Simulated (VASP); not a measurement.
A run of VASP 6.6.1 is set up as follows.

File INCAR:

```
SYSTEM = P
PREC = Accurate
ENCUT = 520
EDIFF = 1E-7
ISMEAR = -1
SIGMA = 0.1
LREAL = .False.
LASPH = .True.
NELM = 80
ALGO = Normal
ISIF = 2
LWAVE = .False.
LCHARG = .False.
GGA = CA
NBANDS = 8
```

Contents of KPOINTS:

```
Automatic mesh
0
Gamma
  16 16 16
  0 0 0
```

File POSCAR:

```
P
1.0
    0.0000000000      1.9561765666      1.9561765666
    1.9561765666      0.0000000000      1.9561765666
    1.9561765666      1.9561765666      0.0000000000
P
1
Direct
    0.0000000000      0.0000000000      0.0000000000
```

Potentials or basis: VASP PAW LDA potentials, release 64 (P).

Launch:

```console
$ cat potpaw_LDA.64/P/POTCAR > POTCAR
$ mpirun -np 1 vasp_std > vasp.out
```

Task: Predict the pressure.

Result: -6.7 GPa.

Task: What does it give for the band gap on the k mesh?

Result: Zero (an odd number of electrons rules out a gap without spin polarisation).

Caveat: the cell stands under tension; an odd number of electrons without spin polarisation forces a metal; a magnetic or distorted state may lie lower.
